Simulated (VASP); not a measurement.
# Rb (C2/m) in VASP: notebook

Rb is run at these levels: PBE; tasks: single point, relaxation of cell and atoms.

All numbers are computed with VASP 6.6.1; they aren't measurements. Logs are shortened: lines on timing, memory, paths and dates and some standing lists are left out, and cuts for length are marked.

## 1. The cell of the first run

Symmetry: C2/m, No. 12, monoclinic system. Conventional cell: a = 8.959 Å, b = 5.043 Å, c = 16.941 Å, α = 90.00°, β = 99.74°, γ = 90.00°.

## 2. Single point, PBE

Input file INCAR:

```
  ALGO = Normal
  EDIFF = 1E-7
  ENCUT = 520
  GGA = PE
  ISIF = 2
  ISMEAR = 0
  LASPH = True
  LCHARG = False
  LREAL = False
  LWAVE = False
  NBANDS = 26
  NELM = 100
  PREC = Accurate
  SIGMA = 0.1
```

Input file KPOINTS:

```
k-points
0
Gamma
  4 4 2
```

Input file POSCAR:

```
Rb
1.0
    4.4789609213     -2.5213468541     -0.0574658378
    4.4789609213      2.5213468541     -0.0574658378
   -2.6505042471      0.0000000000     16.7324478479
Rb
4
Direct
    0.1949949744      0.1949949744      0.1248422647
    0.8050050256      0.8050050256      0.8751577353
    0.3936735837      0.3936735837      0.6246084069
    0.6063264163      0.6063264163      0.3753915931
```

Potentials or basis: VASP PAW PBE potentials, release 64 (Rb_sv).

Command:

```console
cat potpaw_PBE.64/Rb_sv/POTCAR > POTCAR
mpirun -np 1 vasp_std > vasp.out
```

OUTCAR:

```text
EDIFF = 1E-7
   ENCUT = 520
   GGA = PE
   ISIF = 2
   ISMEAR = 0
   LASPH = True
   LREAL = False
   NELM = 100
   PREC = Accurate

 ion  position               nearest neighbor table
   1  0.195  0.195  0.125-   2 5.01   4 5.11   4 5.11   4 5.13   2 5.16   2 5.16
   2  0.805  0.805  0.875-   1 5.01   3 5.11   3 5.11   3 5.13   1 5.16   1 5.16
   3  0.394  0.394  0.625-   4 4.92   2 5.11   2 5.11   2 5.13   4 5.21   4 5.21
   4  0.606  0.606  0.375-   3 4.92   1 5.11   1 5.11   1 5.13   3 5.21   3 5.21

  LATTYP: Found a base centered monoclinic cell.
 ALAT       =     8.9586591088
 B/A-ratio  =     0.5628848745
 C/A-ratio  =     1.8910278492
 COS(beta)  =    -0.1691125754

  Lattice vectors:

 A1 = (   4.4789609213,  -2.5213468541,  -0.0574658378)
 A2 = (   4.4789609213,   2.5213468541,  -0.0574658378)
 A3 = (  -2.6505042471,   0.0000000000,  16.7324478479)

Analysis of symmetry for initial positions (statically):
=====================================================================
 Subroutine PRICEL returns:
 Original cell was already a primitive cell.

 Routine SETGRP: Setting up the symmetry group for a
 base centered monoclinic supercell.

 Subroutine GETGRP returns: Found  4 space group operations
 (whereof  4 operations were pure point group operations)
 out of a pool of  4 trial point group operations.

The static configuration has the point symmetry C_2h.

Analysis of symmetry for dynamics (positions and initial velocities):
=====================================================================
 Subroutine PRICEL returns:
 Original cell was already a primitive cell.

 Routine SETGRP: Setting up the symmetry group for a
 base centered monoclinic supercell.

 Subroutine GETGRP returns: Found  4 space group operations
 (whereof  4 operations were pure point group operations)
 out of a pool of  4 trial point group operations.

The dynamic configuration has the point symmetry C_2h.

 Subroutine INISYM returns: Found  4 space group operations
 (whereof  4 operations are pure point group operations),
 and found     1 'primitive' translations

----------------------------------------------------------------------------------------

                                     Primitive cell

  volume of cell :     377.1515
[... 78 lines left out ...]
   LSORBIT =      F    spin-orbit coupling
   LASPH  =      T    aspherical Exc in radial PAW
   ENCUT  =  520.0 eV  38.22 Ry    6.18 a.u.   9.56  9.56 31.50*2*pi/ulx,y,z
   NELM   =    100;   NELMIN=  2; NELMDL= -5     # of ELM steps
   EDIFF  = 0.1E-06   stopping-criterion for ELM
   LREAL  =      F    real-space projection
   EDIFFG = 0.1E-05   stopping-criterion for IOM
   NSW    =      0    number of steps for IOM
   IBRION =     -1    ionic relax: 0-MD 1-quasi-New 2-CG
   NFREE  =      0    steps in history (QN), initial steepest desc. (CG)
   ISIF   =      2    stress and relaxation
   ISYM   =      2    0-nonsym 1-usesym 2-fastsym
   POTIM  = 0.5000    time-step for ionic-motion
   TEBEG  =    0.0;   TEEND  =   0.0 temperature during run
   PSTRESS=    0.0 pullay stress
   NELECT =      36.0000    total number of electrons
   NUPDOWN=      -1.0000    fix difference up-down
   EMIN   =  10.00;   EMAX   =-10.00  energy-range for DOS
   EFERMI =   0.00;   METHOD = LEGACY
   ISMEAR =     0;   SIGMA  =   0.10  broadening in eV -4-tet -1-fermi 0-gaus
   EFERMI_NEDOS =   21; number of points for ismear=-14 and -15
   IALGO  =     38    algorithm
   IMIX   =      4    mixing-type and parameters
     AMIX     =   0.40;   BMIX     =  1.00
     AMIX_MAG =   1.60;   BMIX_MAG =  1.00
  volume/ion in A,a.u.               =      94.29       636.29
  Fermi-wavevector in a.u.,A,eV,Ry     =   0.748176  1.413847  7.616095  0.559767
  Thomas-Fermi vector in A             =   1.844403
   LORBIT       =      0    0 simple, 1 ext, 2 COOP (PROOUT), +10 PAW based schemes
   GGA     = PE    functional components
   LHFCALC =     F    Hartree Fock is set to
   AEXX    =    0.0000 exact exchange contribution
   IVDW    =     0    specifies the selected vdW correction
   LEPSILON=     F    determine dielectric tensor
   LRPA    =     F    only Hartree local field effects (RPA)
 non-spin polarized calculation
 Gauss-broadening in eV      SIGMA  =   0.10
  energy-cutoff  :      520.00
  volume of cell :      377.15
 maximum number of plane-waves:     10202
 NGX is ok and might be reduce to    40
   NGX = 19   NGY = 19   NGZ = 63

 number of electron      36.0000000 magnetization

 Free energy of the ion-electron system (eV)
  ---------------------------------------------------
  ext. energy  EPLUGINS =         0.00000000
  ---------------------------------------------------
  free energy    TOTEN  =        -3.66588347 eV

  energy without entropy =       -3.64056727  energy(sigma->0) =       -3.65322537

 E-fermi :  -0.0462     XC(G=0):  -5.3811

 val. band max:       -0.0711513227   @ k =   0.5000   0.2500  -0.0000
 cond. band min:      -0.0014762744   @ k =   0.5000   0.5000  -0.0000
 fundamental gap:      0.0696750483
 Fermi energy:        -0.0462389307

 k-point     1 :       0.0000    0.0000    0.0000
  band No.  band energies     occupation
      1     -28.9835      2.00000
      2     -28.9819      2.00000
      3     -28.9803      2.00000
      4     -28.9786      2.00000
      5     -13.1125      2.00000
      6     -13.0723      2.00000
[... 395 lines left out ...]
     25       1.7839      0.00000
     26       2.0124      0.00000

------------------------ aborting loop because EDIFF is reached ----------------------------------------

  FORCE on cell =-STRESS in cart. coord.  units (eV):
  Direction    XX          YY          ZZ          XY          YZ          ZX
  --------------------------------------------------------------------------------------
  -------------------------------------------------------------------------------------
  Total       -0.0517842     -0.0319525     -0.2752847      0.0000000      0.0000000     -0.1963096
  in kB       -0.2199844     -0.1357374     -1.1694372      0.0000000      0.0000000     -0.8339431
  external PRESSURE =      -0.5083863 kB  Pullay stress =       0.0000000 kB

 VOLUME and BASIS-vectors are now :
 -----------------------------------------------------------------------------
  energy-cutoff  :      520.00
  volume of cell :      377.15
      direct lattice vectors                 reciprocal lattice vectors
     4.478960921 -2.521346854 -0.057465838     0.111860376 -0.198306710  0.017719248
     4.478960921  2.521346854 -0.057465838     0.111860376  0.198306710  0.017719248
    -2.650504247  0.000000000 16.732447848     0.000768345  0.000000000  0.059885829

 POSITION                                       TOTAL-FORCE (eV/Angst)
 -----------------------------------------------------------------------------------
      1.41585      0.00000      2.06651         0.005729      0.000000      0.003516
      4.89156      0.00000     14.55101        -0.005729      0.000000     -0.003516
      1.87097      0.00000     10.40598        -0.008924      0.000000      0.004430
      4.43645      0.00000      6.21153         0.008924      0.000000     -0.004430
 -----------------------------------------------------------------------------------
    total drift:                                0.000000      0.000000     -0.000000

  FREE ENERGIE OF THE ION-ELECTRON SYSTEM (eV)
  ---------------------------------------------------
  free  energy   TOTEN  =        -3.6658834722 eV

  energy  without entropy=       -3.6405672742  energy(sigma->0) =       -3.65322537
```

OSZICAR:

```text
N       E                     dE             d eps       ncg     rms          rms(c)
DAV:   1     0.265871468813E+03    0.26587E+03   -0.13688E+04   744   0.105E+03
DAV:   2     0.277666444878E+02   -0.23810E+03   -0.23301E+03  1006   0.227E+02
DAV:   3    -0.268879150145E+01   -0.30455E+02   -0.30253E+02  1130   0.727E+01
DAV:   4    -0.361825409056E+01   -0.92946E+00   -0.92856E+00   952   0.146E+01
DAV:   5    -0.365826526893E+01   -0.40011E-01   -0.40008E-01  1118   0.243E+00    0.243E+00
DAV:   6    -0.366144798198E+01   -0.31827E-02   -0.10843E-02   910   0.527E-01    0.146E+00
DAV:   7    -0.366536767989E+01   -0.39197E-02   -0.11377E-02   860   0.490E-01    0.902E-02
DAV:   8    -0.366576422960E+01   -0.39655E-03   -0.76929E-04   998   0.125E-01    0.403E-02
DAV:   9    -0.366587346932E+01   -0.10924E-03   -0.15623E-04   880   0.633E-02    0.135E-02
DAV:  10    -0.366588253864E+01   -0.90693E-05   -0.14294E-05   894   0.173E-02    0.570E-03
DAV:  11    -0.366588319552E+01   -0.65688E-06   -0.39595E-06   992   0.821E-03    0.136E-03
DAV:  12    -0.366588349218E+01   -0.29666E-06   -0.28343E-07   776   0.223E-03    0.537E-04
DAV:  13    -0.366588347215E+01    0.20026E-07   -0.52546E-08   560   0.111E-03
   1 F= -.36658835E+01 E0= -.36532254E+01  d E =-.253162E-01
```

stdout:

```text
POSCAR found type information on POSCAR Rb
 POSCAR found :  1 types and       4 ions
 scaLAPACK will be used
 LDA part: xc-table for (Slater+PW92), standard interpolation
 POSCAR, INCAR and KPOINTS ok, starting setup
 FFT: planning ... GRIDC
 FFT: planning ... GRID_SOFT
 FFT: planning ... GRID
 WAVECAR not read
 entering main loop
```

Run time: 75 s. Hardware: 1 thread of Intel Xeon 6975P-C (Granite Rapids), shared host; peak memory 0.48 GiB.

Results:

```yaml
Free_energy: -3.6659 eV
Pressure: -0.1 GPa
Largest_force: 0.010 eV/Å
Band_gap_on_the_k_mesh: zero (band 18 reaches 0.26 eV, above the bottom of band 19 at -1.34 eV)
```

Forces on the atoms (eV/Å):
```
Rb   0.006  0.000  0.004
Rb  -0.006  0.000 -0.004
Rb  -0.009  0.000  0.004
Rb   0.009  0.000 -0.004
```

## 3. Relaxation of cell and atoms, PBE

This run uses another cell than the first one, of 104.88 Å³/atom, 1.112 times its volume.

Input file INCAR:

```
SYSTEM = Rb
PREC = Accurate
ENCUT = 600
EDIFF = 1E-6
ISMEAR = 0
SIGMA = 0.1
LREAL = .FALSE.
LASPH = .TRUE.
NELM = 100
ALGO = Normal
ISIF = 3
LWAVE = .FALSE.
LCHARG = .FALSE.
GGA = PE
IBRION = 2
NSW = 90
EDIFFG = -0.04
```

Input file KPOINTS:

```
Automatic mesh
0
G
  4 4 2
  0 0 0
```

Input file POSCAR:

```
Rb
1.0
    5.1406383806     -3.0656897979      0.0000000000
    5.1406383806      3.0656897979      0.0000000000
   -2.8712988942      0.0000000000     13.3096174847
Rb
4
Direct
    0.0504000000      0.0504000000      0.0996000000
    0.9496000000      0.9496000000      0.9004000000
    0.5050000000      0.5050000000      0.6000000000
    0.4950000000      0.4950000000      0.4000000000
```

Potentials or basis: VASP PAW PBE potentials, release 64 (Rb_sv).

Command:

```console
cat potpaw_PBE.64/Rb_sv/POTCAR > POTCAR
mpirun -np 1 vasp_std > vasp.out
```

Run time: 21 min. Hardware: 1 thread of Intel Xeon 6975P-C (Granite Rapids), shared host; peak memory 0.65 GiB.

Results (log left out):

| Property | Result |
| --- | --- |
| Free energy | -3.5646 eV |
| Relaxed volume | 95.31 Å³/atom |
| Relaxed cell | a = 4.944 Å, b = 4.944 Å, c = 17.907 Å, α = 97.95°, β = 97.95°, γ = 61.97° |
| Space group after relaxing (to 0.05 Å) | C2/m (No. 12) |
| Energy gained by relaxing | 741.4 meV/atom |
| Ionic steps | 19 |
| Pressure after relaxing | 0.0 GPa |
| Largest force after relaxing | 0.018 eV/Å |
| Band gap on the k mesh | zero (band 18 reaches 0.34 eV, above the bottom of band 19 at -1.35 eV) |

Forces in eV/Å, atoms in the order of the input:
```
Rb   0.011  0.000  0.007
Rb  -0.011  0.000 -0.007
Rb  -0.017  0.000  0.004
Rb   0.017  0.000 -0.004
```

Step by step:
```tsv
step	energy change (eV)	largest force (eV/Å)	pressure (GPa)	volume (Å³)
1	0.0000	3.2028	1.46	419.51
2	-2.1989	0.6045	-0.10	474.42
3	-2.3638	0.4443	-0.20	486.36
4	-2.5491	0.2316	-0.34	509.27
5	-2.5976	0.0515	-0.47	551.18
6	-2.6115	0.0917	-0.44	535.77
7	-2.6047	0.1351	-0.41	524.67
8	-2.6092	0.1192	-0.42	528.30
9	-2.7007	0.1154	-0.40	498.20
10	-2.9068	0.0989	-0.21	414.22
11	-2.5019	0.0174	1.58	273.33
12	-2.9400	0.0921	-0.06	385.64
13	-2.9448	0.0854	0.05	370.17
14	-2.9448	0.0865	0.03	373.00
15	-2.9490	0.0770	0.02	374.02
16	-2.9564	0.0499	0.01	377.01
17	-2.9572	0.0378	0.00	378.42
18	-2.9617	0.0285	-0.01	379.37
19	-2.9657	0.0177	-0.02	381.23
```

Final structure:
```
CELL_PARAMETERS angstrom
4.23781 -2.54499 -0.06096
4.23781 2.54499 -0.06096
-2.63534 0.00000 17.71174
ATOMIC_POSITIONS crystal
Rb 0.06912 0.06912 0.13092
Rb 0.93088 0.93088 0.86908
Rb 0.50383 0.50383 0.63045
Rb 0.49617 0.49617 0.36955
```

Levels at points of the mesh, in eV from the Fermi level:
```csv
k point,band 13,band 14,band 15,band 16,band 17,band 18,band 19,band 20,band 21,band 22
"(0.00, 0.00, 0.00)",-13.03,-13.03,-13.03,-13.03,-1.95,-1.44,-1.30,-0.09,0.40,1.76
"(0.50, 0.00, 0.00)",-13.05,-13.05,-13.04,-13.04,0.12,0.13,0.48,0.55,0.69,0.77
"(0.50, 0.50, 0.00)",-13.06,-13.05,-13.05,-13.04,0.15,0.39,0.50,0.57,0.89,0.97
"(0.00, 0.00, 0.50)",-13.03,-13.03,-13.03,-13.03,-1.80,-1.80,-0.71,-0.71,1.09,1.10
"(0.50, 0.00, 0.50)",-13.05,-13.05,-13.04,-13.04,0.04,0.27,0.43,0.48,0.76,0.91
"(0.50, 0.50, 0.50)",-13.05,-13.05,-13.05,-13.04,0.22,0.25,0.57,0.65,0.77,0.88
```

## 4. Single point, PBE

This run uses another cell than the first one, of 104.88 Å³/atom, 1.112 times its volume.

Input file INCAR:

```
SYSTEM = Rb
  ALGO = Normal
  EDIFF = 1E-6
  ENCUT = 520
  GGA = PE
  ISIF = 2
  ISMEAR = 0
  LASPH = .True.
  LCHARG = .False.
  LREAL = .False.
  LWAVE = .False.
  NBANDS = 26
  NELM = 100
  PREC = Accurate
  SIGMA = 0.1
```

Input file KPOINTS:

```
k-points
0
Gamma
  4 4 2
  0 0 0
```

POSCAR is that of step 3.

Command:

```console
cat potpaw_PBE.64/Rb_sv/POTCAR > POTCAR
mpirun -np 1 vasp_std > vasp.out
```

Wall time 90 s (1 thread of Intel Xeon 6975P-C (Granite Rapids), shared host); peak memory 0.56 GiB.

It converged, with:

| Property | Result |
| --- | --- |
| Free energy | -0.5990 eV |
| Pressure | 1.5 GPa |
| Largest force | 3.204 eV/Å |
| Band gap on the k mesh | zero (band 18 reaches -0.12 eV, above the bottom of band 19 at -0.90 eV) |

Forces in eV/Å, atoms in the order of the input:
```
Rb   0.579  0.000  3.151
Rb  -0.579  0.000 -3.151
Rb  -0.550  0.000  3.064
Rb   0.550  0.000 -3.064
```

Stress tensor (GPa, compression positive):
```
-0.57  0.00  0.06
 0.00 -0.83  0.00
 0.06  0.00  5.77
```

Levels at points of the mesh, in eV from the Fermi level:
| k point | band 14 | band 15 | band 16 | band 17 | band 18 | band 19 | band 20 | band 21 | band 22 | band 23 |
| --- | --- | --- | --- | --- | --- | --- | --- | --- | --- | --- |
| (0.00, 0.00, 0.00) | -13.51 | -12.68 | -12.64 | -1.72 | -0.95 | -0.63 | 1.40 | 1.45 | 2.01 | 2.21 |
| (0.50, 0.00, 0.00) | -13.51 | -12.67 | -12.65 | -0.22 | -0.21 | 0.39 | 0.42 | 0.76 | 0.80 | 1.48 |
| (0.50, 0.50, 0.00) | -13.51 | -12.68 | -12.65 | -0.25 | 0.13 | 0.22 | 0.35 | 0.92 | 0.98 | 1.38 |
| (0.00, 0.00, 0.50) | -13.51 | -12.67 | -12.65 | -1.48 | -1.48 | 0.20 | 0.21 | 2.03 | 2.04 | 2.13 |
| (0.50, 0.00, 0.50) | -13.51 | -12.67 | -12.65 | -0.28 | 0.05 | 0.12 | 0.24 | 1.01 | 1.02 | 1.24 |
| (0.50, 0.50, 0.50) | -13.52 | -12.67 | -12.65 | -0.14 | -0.11 | 0.35 | 0.40 | 0.87 | 0.97 | 1.45 |

Caveat: forces of over 1 eV/Å act on the atoms, so gaps and moduli don't describe the material at rest.

## 5. The runs side by side

| task | cell | cutoff (eV) | gap on the mesh (eV) | pressure (GPa) | largest force (eV/Å) |
| --- | --- | --- | --- | --- | --- |
| single point | a = 5.140, b = 5.140, c = 16.941 Å, angles 98.5, 98.5, 58.7°, 4 atoms | 520 | none | -0.1 | 0.01 |
| relaxation of cell and atoms | relaxed from a = 5.985, b = 5.985, c = 13.616 Å, angles 100.4, 100.4, 61.6°, 4 atoms | 600 | none | 0.0 | 0.02 |
| single point | a = 5.985, b = 5.985, c = 13.616 Å, angles 100.4, 100.4, 61.6°, 4 atoms | 520 | none | 1.5 | 3.20 |

Alike in all rows: level PBE; potentials or basis VASP PAW PBE potentials, release 64 (Rb_sv); no spin polarisation; k mesh 4 × 4 × 2; smearing gaussian 0.1 eV.

Caveats: forces of over 1 eV/Å act on the atoms, so gaps and moduli don't describe the material at rest (some runs).

Absolute energies hang on the potentials; compare differences alone.
